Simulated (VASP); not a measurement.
Al5Rh:

```
Al Rh
1.0
     0.00000    3.51892    3.51892
     3.51892    0.00000    3.51892
     3.51892    3.51892    0.00000
Al Rh
5 1
Direct
  0.37522 0.87435 0.37522
  0.37522 0.37522 0.37522
  0.75000 0.75000 0.75000
  0.87435 0.37522 0.37522
  0.37522 0.37522 0.87435
  0.00000 0.00000 0.00000
```

The cell was built from a structure type or drawn by symmetry, and may not be a known phase.

```yaml
Program: VASP 6.6.1
Task: relaxation of cell and atoms
Functional: PBE
Potentials_or_basis: VASP PAW PBE potentials, release 64 (Al, Rh_pv)
Cutoff: 600 eV
k_mesh: 4 × 4 × 4
Occupations: gaussian, width 0.1 eV
Spin: no spin polarisation
```

At the start: pressure 10.5 GPa; volume 14.52 Å³/atom.

Task: Where does the relaxation end?

Result: Over 3 steps the energy falls by 43.6 meV/atom and the volume is 15.97 Å³/atom (+9.9 %); space group F-43m (No. 216, to 0.1 Å) before and after.

Step by step:
```
step  energy change (eV)  largest force (eV/Å)  pressure (GPa)  volume (Å³)
   1              0.0000                0.1037           10.51        87.15
   2             -0.2207                0.0110           -3.23        99.73
   3             -0.2614                0.0076            0.03        95.81
```

Final structure:
```
CELL_PARAMETERS angstrom
0.00000 3.63178 3.63178
3.63178 0.00000 3.63178
3.63178 3.63178 0.00000
ATOMIC_POSITIONS crystal
Al 0.37493 0.87522 0.37493
Al 0.37493 0.37493 0.37493
Al 0.75000 0.75000 0.75000
Al 0.87522 0.37493 0.37493
Al 0.37493 0.37493 0.87522
Rh 0.00000 0.00000 0.00000
```

Caveat: the k points lie up to 0.37 Å⁻¹ apart in the final cell, too coarse for converged energies and pressures of a metal.
